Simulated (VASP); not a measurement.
# N in VASP: a series of runs

N is run at these levels: PBE; tasks: single point.

Program: VASP 6.6.1. These are calculated values, not measurements. Logs are shortened: lines on timing, memory, paths and dates and some standing lists are left out, and cuts for length are marked.

## (1) The cell of the first run

The cell holds an amorphous packing of atoms, 12 atoms: a = 6.791 Å, b = 6.791 Å, c = 6.791 Å, α = 90.00°, β = 90.00°, γ = 90.00°.

## (2) Single point, PBE

INCAR

```
ALGO = Normal
EDIFF = 1E-6
ENCUT = 520
GGA = PE
ISIF = 2
ISMEAR = -1
LASPH = True
LCHARG = True
LELF = True
LREAL = False
LVHAR = True
LWAVE = False
NBANDS = 42
NELM = 100
PREC = Accurate
SIGMA = 0.02
```

KPOINTS

```
k-points
0
Gamma
  1 1 1
```

POSCAR

```
N
1.0
    6.7911070000      0.0000000000      0.0000000000
    0.0000000000      6.7911070000      0.0000000000
    0.0000000000      0.0000000000      6.7911070000
N
12
Direct
    0.4736903012      0.9848108447      0.6613521535
    0.6086775645      0.9073384419      0.6149569285
    0.2878241655      0.2500190247      0.3011319713
    0.1389119178      0.3098670764      0.2770445172
    0.6132327759      0.4012294741      0.8737087307
    0.7544256969      0.3618799664      0.8038355708
    0.4493758482      0.8013687948      0.1077863061
    0.4760531042      0.6927256205      0.2253067383
    0.0903098758      0.7817343713      0.4794806772
    0.0397032934      0.6743350331      0.5902202840
    0.9065357219      0.9177455950      1.0733820038
    1.0044385347      0.9611226571      0.9512630185
```

Potentials or basis: VASP PAW PBE potentials, release 64 (N).

On the command line:

```console
> cat potpaw_PBE.64/N/POTCAR > POTCAR
> mpirun -np 1 vasp_gam > vasp.out
```

OUTCAR:

```text
EDIFF = 1E-6
   ENCUT = 520
   GGA = PE
   ISIF = 2
   ISMEAR = -1
   LASPH = True
   LREAL = False
   NELM = 100
   PREC = Accurate

 ion  position               nearest neighbor table
   1  0.474  0.985  0.661-   2 1.10
   2  0.609  0.907  0.615-   1 1.10
   3  0.288  0.250  0.301-   4 1.10
   4  0.139  0.310  0.277-   3 1.10
   5  0.613  0.401  0.874-   6 1.10
   6  0.754  0.362  0.804-   5 1.10
   7  0.449  0.801  0.108-   8 1.10
   8  0.476  0.693  0.225-   7 1.10
   9  0.090  0.782  0.479-  10 1.10
  10  0.040  0.674  0.590-   9 1.10
  11  0.907  0.918  0.073-  12 1.10
  12  0.004  0.961  0.951-  11 1.10

  LATTYP: Found a simple cubic cell.
 ALAT       =     6.7911070000

  Lattice vectors:

 A1 = (   6.7911070000,   0.0000000000,   0.0000000000)
 A2 = (   0.0000000000,   6.7911070000,   0.0000000000)
 A3 = (   0.0000000000,   0.0000000000,   6.7911070000)

Analysis of symmetry for initial positions (statically):
=====================================================================
 Subroutine PRICEL returns:
 Original cell was already a primitive cell.

 Routine SETGRP: Setting up the symmetry group for a
 simple cubic supercell.

 Subroutine GETGRP returns: Found  1 space group operations
 (whereof  1 operations were pure point group operations)
 out of a pool of 48 trial point group operations.

The static configuration has the point symmetry C_1 .

Analysis of symmetry for dynamics (positions and initial velocities):
=====================================================================
 Subroutine PRICEL returns:
 Original cell was already a primitive cell.

 Routine SETGRP: Setting up the symmetry group for a
 simple cubic supercell.

 Subroutine GETGRP returns: Found  1 space group operations
 (whereof  1 operations were pure point group operations)
 out of a pool of 48 trial point group operations.

The dynamic configuration has the point symmetry C_1 .

 Subroutine INISYM returns: Found  1 space group operations
[... 94 lines left out ...]
   LREAL  =      F    real-space projection
   EDIFFG = 0.1E-04   stopping-criterion for IOM
   NSW    =      0    number of steps for IOM
   IBRION =     -1    ionic relax: 0-MD 1-quasi-New 2-CG
   NFREE  =      0    steps in history (QN), initial steepest desc. (CG)
   ISIF   =      2    stress and relaxation
   ISYM   =      2    0-nonsym 1-usesym 2-fastsym
   POTIM  = 0.5000    time-step for ionic-motion
   TEBEG  =    0.0;   TEEND  =   0.0 temperature during run
   PSTRESS=    0.0 pullay stress
   NELECT =      60.0000    total number of electrons
   NUPDOWN=      -1.0000    fix difference up-down
   EMIN   =  10.00;   EMAX   =-10.00  energy-range for DOS
   EFERMI =   0.00;   METHOD = LEGACY
   ISMEAR =    -1;   SIGMA  =   0.02  broadening in eV -4-tet -1-fermi 0-gaus
   EFERMI_NEDOS =   21; number of points for ismear=-14 and -15
   IALGO  =     38    algorithm
   IMIX   =      4    mixing-type and parameters
     AMIX     =   0.40;   BMIX     =  1.00
     AMIX_MAG =   1.60;   BMIX_MAG =  1.00
  volume/ion in A,a.u.               =      26.10       176.13
  Fermi-wavevector in a.u.,A,eV,Ry     =   0.943738  1.783406 12.117906  0.890641
  Thomas-Fermi vector in A             =   2.071474
   LORBIT       =      0    0 simple, 1 ext, 2 COOP (PROOUT), +10 PAW based schemes
   GGA     = PE    functional components
   LHFCALC =     F    Hartree Fock is set to
   AEXX    =    0.0000 exact exchange contribution
   IVDW    =     0    specifies the selected vdW correction
   LEPSILON=     F    determine dielectric tensor
   LRPA    =     F    only Hartree local field effects (RPA)
 non-spin polarized calculation
  energy-cutoff  :      520.00
  volume of cell :      313.20
 maximum number of plane-waves:      4193
 NGX is ok and might be reduce to    50
   NGX = 25   NGY = 25   NGZ = 25

 number of electron      60.0000000 magnetization

 Free energy of the ion-electron system (eV)
  ---------------------------------------------------
  ext. energy  EPLUGINS =         0.00000000
  ---------------------------------------------------
  free energy    TOTEN  =       -99.80551587 eV

  energy without entropy =      -99.80551587  energy(sigma->0) =      -99.80551587

 E-fermi :  -6.3969     XC(G=0):  -5.8552

 val. band max:       -6.8901111883   @ k =   0.0000   0.0000   0.0000
 cond. band min:       0.4959119831   @ k =   0.0000   0.0000   0.0000
 fundamental gap:      7.3860231714
 Fermi energy:        -6.3968972351

 k-point     1 :       0.0000    0.0000    0.0000
  band No.  band energies     occupation
      1     -25.4127      2.00000
      2     -25.3728      2.00000
      3     -25.3608      2.00000
      4     -25.3482      2.00000
      5     -25.3375      2.00000
      6     -25.2958      2.00000
[... 34 lines left out ...]
     41       1.3259      0.00000
     42       1.5429      0.00000

------------------------ aborting loop because EDIFF is reached ----------------------------------------

  FORCE on cell =-STRESS in cart. coord.  units (eV):
  Direction    XX          YY          ZZ          XY          YZ          ZX
  --------------------------------------------------------------------------------------
  -------------------------------------------------------------------------------------
  Total        5.5536275      3.2791855      4.0845633     -1.1112939     -1.4534165     -1.7873602
  in kB       28.4096321     16.7747031     20.8946209     -5.6848342     -7.4349651     -9.1432575
  external PRESSURE =      22.0263187 kB  Pullay stress =       0.0000000 kB

 VOLUME and BASIS-vectors are now :
 -----------------------------------------------------------------------------
  energy-cutoff  :      520.00
  volume of cell :      313.20
      direct lattice vectors                 reciprocal lattice vectors
     6.791107000  0.000000000  0.000000000     0.147251398  0.000000000  0.000000000
     0.000000000  6.791107000  0.000000000     0.000000000  0.147251398  0.000000000
     0.000000000  0.000000000  6.791107000     0.000000000  0.000000000  0.147251398

 POSITION                                       TOTAL-FORCE (eV/Angst)
 -----------------------------------------------------------------------------------
      3.21688      6.68796      4.49131        -1.305988      0.761675      0.442571
      4.13359      6.16183      4.17624         1.301351     -0.757634     -0.432986
      1.95464      1.69791      2.04502         1.581796     -0.633675      0.253060
      0.94337      2.10434      1.88144        -1.579223      0.630596     -0.254329
      4.16453      2.72479      5.93345        -1.412536      0.410018      0.674877
      5.12339      2.45757      5.45893         1.416683     -0.404445     -0.675975
      3.05176      5.44218      0.73199        -0.288963      1.140770     -1.228335
      3.23293      4.70437      1.53008         0.285460     -1.136827      1.230920
      0.61330      5.30884      3.25620         0.483752      1.055424     -1.098041
      0.26963      4.57948      4.00825        -0.484661     -1.061310      1.095506
      6.15638      6.23251      0.49835        -0.965074     -0.440630      1.188456
      0.03014      6.52709      6.46013         0.967403      0.436039     -1.195723
 -----------------------------------------------------------------------------------
    total drift:                               -0.001700     -0.000597      0.002603

  FREE ENERGIE OF THE ION-ELECTRON SYSTEM (eV)
  ---------------------------------------------------
  free  energy   TOTEN  =       -99.8055158696 eV

  energy  without entropy=      -99.8055158695  energy(sigma->0) =      -99.80551587
```

Wall time 16 s (1 thread of Intel Xeon 6975P-C (Granite Rapids), shared host); peak memory 0.36 GiB.

What came out:

| Quantity | Value |
| --- | --- |
| Free energy | -99.8055 eV |
| Pressure | 2.2 GPa |
| Largest force | 1.723 eV/Å |
| Band gap on the k mesh | 7.39 eV |

Forces on the atoms (eV/Å):
```
N   -1.306  0.762  0.443
N    1.301 -0.758 -0.433
N    1.582 -0.634  0.253
N   -1.579  0.631 -0.254
N   -1.413  0.410  0.675
N    1.417 -0.404 -0.676
N   -0.289  1.141 -1.228
N    0.285 -1.137  1.231
N    0.484  1.055 -1.098
N   -0.485 -1.061  1.096
N   -0.965 -0.441  1.188
N    0.967  0.436 -1.196
```

Stress tensor (GPa, compression positive):
```
 2.84 -0.57 -0.91
-0.57  1.68 -0.74
-0.91 -0.74  2.09
```

Caveat: the k points lie up to 0.93 Å⁻¹ apart; the standard files for N, O and F lose accuracy on very short bonds.

## (3) Single point, PBE

INCAR

```
PREC = Accurate
ENCUT = 520
EDIFF = 1E-6
ISMEAR = -1
SIGMA = 0.02
LREAL = F
LASPH = T
NELM = 80
ALGO = Normal
ISIF = 2
LWAVE = F
LCHARG = F
GGA = PE
NBANDS = 42
```

KPOINTS

```
regular mesh
0
Gamma
  1 1 1
```

POSCAR

```
N
1.0
    6.7911070000      0.0000000000      0.0000000000
    0.0000000000      6.7911070000      0.0000000000
    0.0000000000      0.0000000000      6.7911070000
N
12
Direct
    0.5190611781      0.9632302951      0.6745733796
    0.6292346741      0.8910623850      0.5770782289
    0.2712223501      0.2296974558      0.3130564722
    0.1184490246      0.2814121468      0.3351736322
    0.6843803227      0.3532413788      0.9143575561
    0.6814647450      0.3685555242      0.7534706786
    0.4327865840      0.7865580678      0.1191558313
    0.4967673164      0.6799333305      0.2239252010
    0.0909571886      0.8311310660      0.5188992016
    0.0868635997      0.6867363450      0.5871649497
    0.9305993853      0.8860411123      1.0964780852
    0.9742888751      0.9550431174      0.9571193621
```

Potentials or basis: VASP PAW PBE potentials, release 64 (N).

On the command line:

```console
> cat potpaw_PBE.64/N/POTCAR > POTCAR
> mpirun -np 1 vasp_gam > vasp.out
```

OUTCAR:

```text
PREC = Accurate
   ENCUT = 520
   EDIFF = 1E-6
   ISMEAR = -1
   LREAL = F
   LASPH = T
   NELM = 80
   ISIF = 2
   GGA = PE

 ion  position               nearest neighbor table
   1  0.519  0.963  0.675-   2 1.11
   2  0.629  0.891  0.577-   1 1.11
   3  0.271  0.230  0.313-   4 1.11
   4  0.118  0.281  0.335-   3 1.11
   5  0.684  0.353  0.914-   6 1.10
   6  0.681  0.369  0.753-   5 1.10
   7  0.433  0.787  0.119-   8 1.10
   8  0.497  0.680  0.224-   7 1.10
   9  0.091  0.831  0.519-  10 1.09
  10  0.087  0.687  0.587-   9 1.09
  11  0.931  0.886  0.096-  12 1.10
  12  0.974  0.955  0.957-  11 1.10

  LATTYP: Found a simple cubic cell.
 ALAT       =     6.7911070000

  Lattice vectors:

 A1 = (   6.7911070000,   0.0000000000,   0.0000000000)
 A2 = (   0.0000000000,   6.7911070000,   0.0000000000)
 A3 = (   0.0000000000,   0.0000000000,   6.7911070000)

Analysis of symmetry for initial positions (statically):
=====================================================================
 Subroutine PRICEL returns:
 Original cell was already a primitive cell.

 Routine SETGRP: Setting up the symmetry group for a
 simple cubic supercell.

 Subroutine GETGRP returns: Found  1 space group operations
 (whereof  1 operations were pure point group operations)
 out of a pool of 48 trial point group operations.

The static configuration has the point symmetry C_1 .

Analysis of symmetry for dynamics (positions and initial velocities):
=====================================================================
 Subroutine PRICEL returns:
 Original cell was already a primitive cell.

[... 127 lines left out ...]
   LORBIT       =      0    0 simple, 1 ext, 2 COOP (PROOUT), +10 PAW based schemes
   GGA     = PE    functional components
   LHFCALC =     F    Hartree Fock is set to
   AEXX    =    0.0000 exact exchange contribution
   IVDW    =     0    specifies the selected vdW correction
   LEPSILON=     F    determine dielectric tensor
   LRPA    =     F    only Hartree local field effects (RPA)
 non-spin polarized calculation
  energy-cutoff  :      520.00
  volume of cell :      313.20
 maximum number of plane-waves:      4193
 NGX is ok and might be reduce to    50
   NGX = 25   NGY = 25   NGZ = 25

 number of electron      60.0000001 magnetization

 Free energy of the ion-electron system (eV)
  ---------------------------------------------------
  ext. energy  EPLUGINS =         0.00000000
  ---------------------------------------------------
  free energy    TOTEN  =       -99.69337930 eV

  energy without entropy =      -99.69337930  energy(sigma->0) =      -99.69337930

 E-fermi :  -6.2650     XC(G=0):  -5.8523

 val. band max:       -6.8247581126   @ k =   0.0000   0.0000   0.0000
 cond. band min:       0.5230291964   @ k =   0.0000   0.0000   0.0000
 fundamental gap:      7.3477873090
 Fermi energy:        -6.2649717160

 k-point     1 :       0.0000    0.0000    0.0000
  band No.  band energies     occupation
      1     -25.6093      2.00000
      2     -25.5312      2.00000
      3     -25.4448      2.00000
      4     -25.3769      2.00000
      5     -25.2280      2.00000
      6     -25.2226      2.00000
[... 34 lines left out ...]
     41       1.4740      0.00000
     42       1.5321      0.00000

------------------------ aborting loop because EDIFF is reached ----------------------------------------

  FORCE on cell =-STRESS in cart. coord.  units (eV):
  Direction    XX          YY          ZZ          XY          YZ          ZX
  --------------------------------------------------------------------------------------
  -------------------------------------------------------------------------------------
  Total        2.2004867      6.3044400      7.3437022     -0.1888609     -3.4646598     -0.3155184
  in kB       11.2566096     32.2504200     37.5667755     -0.9661196    -17.7234989     -1.6140371
  external PRESSURE =      27.0246017 kB  Pullay stress =       0.0000000 kB

 VOLUME and BASIS-vectors are now :
 -----------------------------------------------------------------------------
  energy-cutoff  :      520.00
  volume of cell :      313.20
      direct lattice vectors                 reciprocal lattice vectors
     6.791107000  0.000000000  0.000000000     0.147251398  0.000000000  0.000000000
     0.000000000  6.791107000  0.000000000     0.000000000  0.147251398  0.000000000
     0.000000000  0.000000000  6.791107000     0.000000000  0.000000000  0.147251398

 POSITION                                       TOTAL-FORCE (eV/Angst)
 -----------------------------------------------------------------------------------
      3.52500      6.54140      4.58110        -0.056190     -0.013045     -0.000483
      4.27320      6.05130      3.91900         0.041832      0.015769      0.054810
      1.84190      1.55990      2.12600         1.120355     -0.338268     -0.153131
      0.80440      1.91110      2.27620        -1.095436      0.413650      0.136343
      4.64770      2.39890      6.20950         0.078268     -0.207324      2.471322
      4.62790      2.50290      5.11690        -0.038297      0.321227     -2.457558
      2.93910      5.34160      0.80920        -0.551951      0.898381     -0.919320
      3.37360      4.61750      1.52070         0.501358     -0.969232      0.845736
      0.61770      5.64430      3.52390         0.153430      4.142064     -1.989519
      0.58990      4.66370      3.98750        -0.116374     -4.267599      2.013315
      6.31980      6.01720      0.65519        -0.726016     -1.144804      2.170330
      6.61650      6.48580      6.49990         0.689022      1.149181     -2.171844
 -----------------------------------------------------------------------------------
    total drift:                                0.000167     -0.000024     -0.000450

  FREE ENERGIE OF THE ION-ELECTRON SYSTEM (eV)
  ---------------------------------------------------
  free  energy   TOTEN  =       -99.6933792992 eV

  energy  without entropy=      -99.6933792992  energy(sigma->0) =      -99.69337930
```

Run time: 16 s. Hardware: 1 thread of Intel Xeon 6975P-C (Granite Rapids), shared host; peak memory 0.34 GiB.

Results:

* Free energy: -99.6934 eV
* Pressure: 2.7 GPa
* Largest force: 4.720 eV/Å
* Band gap on the k mesh: 7.35 eV

Forces on the atoms (eV/Å):
```
N   -0.056 -0.013  0.000
N    0.042  0.016  0.055
N    1.120 -0.338 -0.153
N   -1.095  0.414  0.136
N    0.078 -0.207  2.471
N   -0.038  0.321 -2.458
N   -0.552  0.898 -0.919
N    0.501 -0.969  0.846
N    0.153  4.142 -1.990
N   -0.116 -4.268  2.013
N   -0.726 -1.145  2.170
N    0.689  1.149 -2.172
```

Levels at points of the mesh, in eV from the valence-band top:
```tsv
k point	band 27	band 28	band 29	band 30	band 31	band 32	band 33	band 34
(0.00, 0.00, 0.00)	-0.30	-0.25	-0.20	0.00	7.35	7.40	7.58	7.71
```

Caveat: the k points lie up to 0.93 Å⁻¹ apart; the standard files for N, O and F lose accuracy on very short bonds.

## (4) Single point, PBE

INCAR

```
SYSTEM = N
PREC = Accurate ; ENCUT = 520
EDIFF = 1E-6 ; ISMEAR = -1
SIGMA = 0.02 ; LREAL = .FALSE.
LASPH = .TRUE. ; NELM = 80
ALGO = Normal ; ISIF = 2
LWAVE = .FALSE. ; LCHARG = .TRUE.
GGA = PE ; LELF = .TRUE.
LVHAR = .TRUE. ; NBANDS = 42
```

KPOINTS

```
regular mesh
0
G
  1 1 1
  0 0 0
```

POSCAR

```
N
1.0
    6.7911070000      0.0000000000      0.0000000000
    0.0000000000      6.7911070000      0.0000000000
    0.0000000000      0.0000000000      6.7911070000
N
12
Direct
    0.5195323826      0.9740385478      0.6595095615
    0.6531924766      0.9045064376      0.6064696080
    0.3055319258      0.1956676577      0.2719733322
    0.1562337333      0.2513434113      0.2997891213
    0.6778718109      0.3478961530      0.9593281331
    0.6842330713      0.4006857792      0.8048761417
    0.4144832352      0.7703015134      0.1367670985
    0.5012879344      0.6479356017      0.1986568611
    0.1201571408      0.7959527070      0.5306204128
    0.0793685035      0.6533544531      0.6029797498
    0.8655289925      0.9322927764      1.1025006674
    0.9442054145      0.9925185982      0.9801494808
```

On the command line:

```console
> cat potpaw_PBE.64/N/POTCAR > POTCAR
> mpirun -np 1 vasp_gam > vasp.out
```

It took 21 s on 1 thread of Intel Xeon 6975P-C (Granite Rapids), shared host; peak memory 0.36 GiB.

The run converged. Its results:

```
Free energy            : -99.5151 eV
Pressure               : 3.4 GPa
Largest force          : 7.827 eV/Å
Band gap on the k mesh : 7.41 eV
```

Forces on the atoms (eV/Å):
```
N   -3.991  2.099  1.605
N    3.971 -2.098 -1.613
N    2.164 -0.742 -0.355
N   -2.123  0.869  0.426
N    0.029 -0.206  0.475
N   -0.001  0.242 -0.601
N   -0.975  1.241 -0.733
N    0.851 -1.198  0.783
N   -0.317 -1.034  0.478
N    0.304  0.960 -0.464
N   -3.861 -3.058  6.083
N    3.949  2.926 -6.083
```

Stress tensor (GPa, compression positive):
```
 4.74 -1.10 -2.32
-1.10  1.95 -0.75
-2.32 -0.75  3.55
```

Levels at points of the mesh, in eV from the valence-band top:
| k point | band 26 | band 27 | band 28 | band 29 | band 30 | band 31 | band 32 | band 33 | band 34 | band 35 |
| --- | --- | --- | --- | --- | --- | --- | --- | --- | --- | --- |
| (0.00, 0.00, 0.00) | -0.29 | -0.19 | -0.12 | -0.08 | 0.00 | 7.41 | 7.46 | 7.60 | 7.68 | 7.90 |

Caveat: the k points lie up to 0.93 Å⁻¹ apart; the standard files for N, O and F lose accuracy on very short bonds.
